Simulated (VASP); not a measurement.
# Sc (Pm-3m) in VASP: a series of runs

The runs below take Sc through single point, with PBEsol.

Everything below comes from runs of VASP 6.6.1. Logs are shortened: lines on timing, memory, paths and dates and some standing lists are left out, and cuts for length are marked.

### Step 1. The cell of the first run

Symmetry: Pm-3m, No. 221, cubic system. Conventional cell: a = 2.373 Å, b = 2.373 Å, c = 2.373 Å, α = 90.00°, β = 90.00°, γ = 90.00°. Sc (site symmetry m-3m) has 6 Sc at 2.37 Å within 3.1 Å.

### Step 2. Single point, PBEsol

INCAR

```
SYSTEM = Sc
ALGO     = Normal         ! electronic algorithm
EDIFF    = 1E-6           ! SCF threshold, eV
ENCUT    = 520            ! plane-wave cutoff, eV
GGA      = PS             ! functional
ISIF     = 2              ! what is computed and relaxed
ISMEAR   = -1             ! smearing method
LASPH    = .TRUE.         ! aspherical terms in the spheres
LCHARG   = .FALSE.        ! write CHGCAR
LREAL    = .FALSE.        ! projectors in reciprocal space
LWAVE    = .FALSE.        ! write WAVECAR
NBANDS   = 12             ! bands
NELM     = 60             ! most SCF steps
PREC     = Accurate       ! precision mode
SIGMA    = 0.1            ! smearing width, eV
```

KPOINTS

```
k-points
0
G
  7 7 7
  0 0 0
```

POSCAR

```
Sc
1.0
    2.3731869234      0.0000000000      0.0000000000
    0.0000000000      2.3731869234      0.0000000000
    0.0000000000      0.0000000000      2.3731869234
Sc
1
Direct
    0.0000000000      0.0000000000      0.0000000000
```

Potentials or basis: VASP PAW PBE potentials, release 64 (Sc_sv).

On the command line:

```sh
$ cat potpaw_PBE.64/Sc_sv/POTCAR > POTCAR
$ mpirun -np 1 vasp_std > vasp.out
```

OUTCAR:

```text
SYSTEM = Sc
   EDIFF = 1E-6
   ENCUT = 520
   GGA = PS
   ISIF = 2
   ISMEAR = -1
   LASPH = .TRUE.
   LREAL = .FALSE.
   NELM = 60
   PREC = Accurate

 ion  position               nearest neighbor table
   1  0.000  0.000  0.000-

  LATTYP: Found a simple cubic cell.
 ALAT       =     2.3731869234

  Lattice vectors:

 A1 = (   2.3731869234,   0.0000000000,   0.0000000000)
 A2 = (   0.0000000000,   2.3731869234,   0.0000000000)
 A3 = (   0.0000000000,   0.0000000000,   2.3731869234)

Analysis of symmetry for initial positions (statically):
=====================================================================
 Subroutine PRICEL returns:
 Original cell was already a primitive cell.

 Routine SETGRP: Setting up the symmetry group for a
 simple cubic supercell.

 Subroutine GETGRP returns: Found 48 space group operations
 (whereof 48 operations were pure point group operations)
 out of a pool of 48 trial point group operations.

The static configuration has the point symmetry O_h .

Analysis of symmetry for dynamics (positions and initial velocities):
=====================================================================
 Subroutine PRICEL returns:
 Original cell was already a primitive cell.

 Routine SETGRP: Setting up the symmetry group for a
 simple cubic supercell.

 Subroutine GETGRP returns: Found 48 space group operations
 (whereof 48 operations were pure point group operations)
 out of a pool of 48 trial point group operations.

The dynamic configuration has the point symmetry O_h .

 Subroutine INISYM returns: Found 48 space group operations
 (whereof 48 operations are pure point group operations),
 and found     1 'primitive' translations

----------------------------------------------------------------------------------------

                                     Primitive cell

  volume of cell :      13.3658

  direct lattice vectors                    reciprocal lattice vectors
     2.373186923  0.000000000  0.000000000     0.421374309  0.000000000  0.000000000
     0.000000000  2.373186923  0.000000000     0.000000000  0.421374309  0.000000000
     0.000000000  0.000000000  2.373186923     0.000000000  0.000000000  0.421374309

  length of vectors
     2.373186923  2.373186923  2.373186923     0.421374309  0.421374309  0.421374309

  position of ions in fractional coordinates (direct lattice)
     0.000000000  0.000000000  0.000000000

  ion indices of the primitive-cell ions
   primitive index   ion index
                 1           1

----------------------------------------------------------------------------------------

 KPOINTS: k-points

Automatic generation of k-mesh.
 Grid dimensions read from file:
 generate k-points for:    7    7    7

 Generating k-lattice:

  Cartesian coordinates                     Fractional coordinates (reciprocal lattice)
     0.060196330  0.000000000  0.000000000     0.142857143  0.000000000  0.000000000
     0.000000000  0.060196330  0.000000000     0.000000000  0.142857143  0.000000000
     0.000000000  0.000000000  0.060196330     0.000000000  0.000000000  0.142857143

  Length of vectors
     0.060196330  0.060196330  0.060196330

  Shift w.r.t. Gamma in fractional coordinates (k-lattice)
     0.000000000  0.000000000  0.000000000

 Subroutine IBZKPT returns following result:
 ===========================================

 Found     20 irreducible k-points:

 Following reciprocal coordinates:
            Coordinates               Weight
  0.000000  0.000000  0.000000      1.000000
  0.142857  0.000000  0.000000      6.000000
  0.285714  0.000000  0.000000      6.000000
  0.428571  0.000000  0.000000      6.000000
  0.142857  0.142857  0.000000     12.000000
  0.285714  0.142857  0.000000     24.000000
[... 12 lines left out ...]
  0.428571  0.428571  0.285714     24.000000
  0.428571  0.428571  0.428571      8.000000
   k-points           NKPTS =     20   k-points in BZ     NKDIM =     20   number of bands    NBANDS=     12
   number of dos      NEDOS =    301   number of ions     NIONS =      1
   total plane-waves  NPLWV =   5832
   dimension x,y,z NGX =    18 NGY =   18 NGZ =   18
   dimension x,y,z NGXF=    36 NGYF=   36 NGZF=   36
   ions per type =               1
   NGX,Y,Z   is equivalent  to a cutoff of  12.61, 12.61, 12.61 a.u.
   NGXF,Y,Z  is equivalent  to a cutoff of  25.22, 25.22, 25.22 a.u.
 SYSTEM =  Sc
   PREC   = accura    normal or accurate (medium, high low for compatibility)
   ISTART =      0    job   : 0-new  1-cont  2-samecut
   ICHARG =      2    charge: 1-file 2-atom 10-const
   ISPIN  =      1    spin polarized calculation?
   LNONCOLLINEAR =      F non collinear calculations
   LSORBIT =      F    spin-orbit coupling
   LASPH  =      T    aspherical Exc in radial PAW
   ENCUT  =  520.0 eV  38.22 Ry    6.18 a.u.   4.41  4.41  4.41*2*pi/ulx,y,z
   NELM   =     60;   NELMIN=  2; NELMDL= -5     # of ELM steps
   EDIFF  = 0.1E-05   stopping-criterion for ELM
   LREAL  =      F    real-space projection
   EDIFFG = 0.1E-04   stopping-criterion for IOM
   NSW    =      0    number of steps for IOM
   IBRION =     -1    ionic relax: 0-MD 1-quasi-New 2-CG
   NFREE  =      0    steps in history (QN), initial steepest desc. (CG)
   ISIF   =      2    stress and relaxation
   ISYM   =      2    0-nonsym 1-usesym 2-fastsym
   POTIM  = 0.5000    time-step for ionic-motion
   TEBEG  =    0.0;   TEEND  =   0.0 temperature during run
   PSTRESS=    0.0 pullay stress
   NELECT =      11.0000    total number of electrons
   NUPDOWN=      -1.0000    fix difference up-down
   EMIN   =  10.00;   EMAX   =-10.00  energy-range for DOS
   EFERMI =   0.00;   METHOD = LEGACY
   ISMEAR =    -1;   SIGMA  =   0.10  broadening in eV -4-tet -1-fermi 0-gaus
   EFERMI_NEDOS =   21; number of points for ismear=-14 and -15
   IALGO  =     38    algorithm
   IMIX   =      4    mixing-type and parameters
     AMIX     =   0.40;   BMIX     =  1.00
     AMIX_MAG =   1.60;   BMIX_MAG =  1.00
  volume/ion in A,a.u.               =      13.37        90.20
  Fermi-wavevector in a.u.,A,eV,Ry     =   1.534171  2.899163 32.023771  2.353681
  Thomas-Fermi vector in A             =   2.641136
   LORBIT       =      0    0 simple, 1 ext, 2 COOP (PROOUT), +10 PAW based schemes
   GGA     = PS    functional components
   LHFCALC =     F    Hartree Fock is set to
   AEXX    =    0.0000 exact exchange contribution
   IVDW    =     0    specifies the selected vdW correction
   LEPSILON=     F    determine dielectric tensor
   LRPA    =     F    only Hartree local field effects (RPA)
 non-spin polarized calculation
  energy-cutoff  :      520.00
  volume of cell :       13.37
 maximum number of plane-waves:       370
 NGX is ok and might be reduce to    18
   NGX =  9   NGY =  9   NGZ =  9

 number of electron      11.0000003 magnetization

 Free energy of the ion-electron system (eV)
  ---------------------------------------------------
  ext. energy  EPLUGINS =         0.00000000
  ---------------------------------------------------
  free energy    TOTEN  =        -4.47435433 eV

  energy without entropy =       -4.42275157  energy(sigma->0) =       -4.44855295

 E-fermi :   7.9208     XC(G=0): -12.7703

 val. band max:        7.8998188423   @ k =   0.4286   0.1429   0.0000
 cond. band min:       8.2418009386   @ k =   0.4286   0.2857   0.0000
 fundamental gap:      0.3419820963
 Fermi energy:         7.9207943057

 k-point     1 :       0.0000    0.0000    0.0000
  band No.  band energies     occupation
      1     -41.0482      2.00000
      2     -17.9013      2.00000
      3     -17.9013      2.00000
      4     -17.9013      2.00000
      5       2.8284      2.00000
      6       6.2948      2.00000
      7       6.2948      2.00000
      8      15.3614      0.00000
      9      15.3614      0.00000
     10      15.3614      0.00000
     11      28.2760      0.00000
     12      28.2760      0.00000

 k-point     2 :       0.1429    0.0000    0.0000
  band No.  band energies     occupation
      1     -40.9322      2.00000
      2     -18.5787      2.00000
      3     -17.8429      2.00000
      4     -17.8429      2.00000
      5       3.5500      2.00000
      6       6.5105      2.00000
      7       7.1640      1.99897
      8      14.4993      0.00000
      9      14.4993      0.00000
     10      15.4270      0.00000
     11      25.1408      0.00000
     12      29.4821      0.00000

 k-point     3 :       0.2857    0.0000    0.0000
  band No.  band energies     occupation
      1     -40.6613      2.00000
      2     -19.9553      2.00000
      3     -17.7092      2.00000
      4     -17.7092      2.00000
      5       5.1370      2.00000
      6       7.0347      1.99972
      7       9.0471      0.00003
      8      12.9009      0.00000
      9      12.9009      0.00000
     10      15.5772      0.00000
     11      21.6867      0.00000
     12      28.8945      0.00000
[... 226 lines left out ...]
 k-point    19 :       0.4286    0.4286    0.2857
  band No.  band energies     occupation
      1     -39.5219      2.00000
      2     -20.0850      2.00000
      3     -20.0650      2.00000
      4     -19.0369      2.00000
      5       5.0862      2.00000
      6       7.7059      1.79111
      7       7.8853      1.17557
      8      13.5069      0.00000
      9      16.5827      0.00000
     10      19.7460      0.00000
     11      21.8464      0.00000
     12      23.7107      0.00000

 k-point    20 :       0.4286    0.4286    0.4286
  band No.  band energies     occupation
      1     -39.3233      2.00000
      2     -19.9117      2.00000
      3     -19.8868      2.00000
      4     -19.8868      2.00000
      5       5.8578      2.00000
      6       6.3625      2.00000
      7       6.3625      2.00000
      8      16.7644      0.00000
      9      16.7644      0.00000
     10      17.8126      0.00000
     11      23.9962      0.00000
     12      26.8591      0.00000

------------------------ aborting loop because EDIFF is reached ----------------------------------------

  FORCE on cell =-STRESS in cart. coord.  units (eV):
  Direction    XX          YY          ZZ          XY          YZ          ZX
  --------------------------------------------------------------------------------------
  -------------------------------------------------------------------------------------
  Total        5.1431740      5.1431740      5.1431740     -0.0000000     -0.0000000      0.0000000
  in kB      616.5182866    616.5182866    616.5182866     -0.0000000     -0.0000000      0.0000000
  external PRESSURE =     616.5182866 kB  Pullay stress =       0.0000000 kB

 VOLUME and BASIS-vectors are now :
 -----------------------------------------------------------------------------
  energy-cutoff  :      520.00
  volume of cell :       13.37
      direct lattice vectors                 reciprocal lattice vectors
     2.373186923  0.000000000  0.000000000     0.421374309  0.000000000  0.000000000
     0.000000000  2.373186923  0.000000000     0.000000000  0.421374309  0.000000000
     0.000000000  0.000000000  2.373186923     0.000000000  0.000000000  0.421374309

 POSITION                                       TOTAL-FORCE (eV/Angst)
 -----------------------------------------------------------------------------------
      0.00000      0.00000      0.00000         0.000000      0.000000      0.000000
 -----------------------------------------------------------------------------------
    total drift:                               -0.000000      0.000000      0.000000

  FREE ENERGIE OF THE ION-ELECTRON SYSTEM (eV)
  ---------------------------------------------------
  free  energy   TOTEN  =        -4.4743543327 eV

  energy  without entropy=       -4.4227515701  energy(sigma->0) =       -4.44855295
```

Run time: 1.7 s. Hardware: 1 thread of Intel Xeon 6975P-C (Granite Rapids), shared host; peak memory 0.11 GiB.

Results:

```
Free energy : -4.4744 eV
Pressure    : 61.7 GPa
```

Caveat: the k points lie up to 0.38 Å⁻¹ apart; the PAW data sets were made with another functional, which shifts forces and pressure a little.

### Step 3. Single point, PBEsol

This run uses another cell than the first one, of 14.97 Å³/atom, 1.120 times its volume.

INCAR

```
SYSTEM = Sc
PREC     = Accurate       ! precision mode
ENCUT    = 520            ! plane-wave cutoff, eV
EDIFF    = 1E-6           ! SCF threshold, eV
ISMEAR   = -1             ! smearing method
SIGMA    = 0.1            ! smearing width, eV
LREAL    = .FALSE.        ! projectors in reciprocal space
LASPH    = .TRUE.         ! aspherical terms in the spheres
NELM     = 100            ! most SCF steps
ALGO     = Normal         ! electronic algorithm
ISIF     = 2              ! what is computed and relaxed
LWAVE    = .FALSE.        ! write WAVECAR
LCHARG   = .FALSE.        ! write CHGCAR
GGA      = PS             ! functional
NBANDS   = 12             ! bands
```

KPOINTS

```
Automatic mesh
0
G
  7 7 7
  0 0 0
```

POSCAR

```
Sc
1.0
    2.4643728982      0.0000000000      0.0000000000
    0.0000000000      2.4643728982      0.0000000000
    0.0000000000      0.0000000000      2.4643728982
Sc
1
Direct
    0.0000000000      0.0000000000      0.0000000000
```

Potentials or basis: VASP PAW PBE potentials, release 64 (Sc_sv).

On the command line:

```sh
$ cat potpaw_PBE.64/Sc_sv/POTCAR > POTCAR
$ mpirun -np 1 vasp_std > vasp.out
```

Wall time 1.8 s (1 thread of Intel Xeon 6975P-C (Granite Rapids), shared host); peak memory 0.11 GiB.

Results (log left out):

| Quantity | Value |
| --- | --- |
| Free energy | -4.9795 eV |
| Pressure | 40.9 GPa |

Levels at points of the mesh, in eV from the Fermi level:
```csv
k point,band 3,band 4,band 5,band 6,band 7,band 8,band 9,band 10
"(0.00, 0.00, 0.00)",-26.26,-26.26,-5.39,-1.40,-1.40,6.65,6.65,6.65
```

Caveat: the k points lie up to 0.36 Å⁻¹ apart; the PAW data sets were made with another functional, which shifts forces and pressure a little.

### Step 4. Single point, PBEsol

This run uses another cell than the first one, of 17.85 Å³/atom, 1.336 times its volume.

INCAR

```
SYSTEM = Sc
  PREC = Accurate
  ENCUT = 520
  EDIFF = 1E-6
  ISMEAR = -1
  SIGMA = 0.1
  LREAL = .False.
  LASPH = .True.
  NELM = 100
  ALGO = Normal
  ISIF = 2
  LWAVE = .False.
  LCHARG = .False.
  GGA = PS
  NBANDS = 12
```

KPOINTS

```
regular mesh
0
Gamma
  7 7 7
  0 0 0
```

POSCAR

```
Sc
1.0
    2.6136145245      0.0000000000      0.0000000000
    0.0000000000      2.6136145245      0.0000000000
    0.0000000000      0.0000000000      2.6136145245
Sc
1
Direct
    0.0000000000      0.0000000000      0.0000000000
```

On the command line:

```sh
$ cat potpaw_PBE.64/Sc_sv/POTCAR > POTCAR
$ mpirun -np 1 vasp_std > vasp.out
```

Wall time 2.1 s (1 thread of Intel Xeon 6975P-C (Granite Rapids), shared host); peak memory 0.12 GiB.

It converged, with:

```
Free energy : -5.5105 eV
Pressure    : 20.3 GPa
```

Levels at points of the mesh, in eV from the Fermi level:
```tsv
k point	band 4	band 5	band 6	band 7	band 8	band 9
(0.00, 0.00, 0.00)	-26.86	-5.53	-1.07	-1.07	5.58	5.58
```

Caveat: the PAW data sets were made with another functional, which shifts forces and pressure a little.

(Part 1 of 2 ends here.)
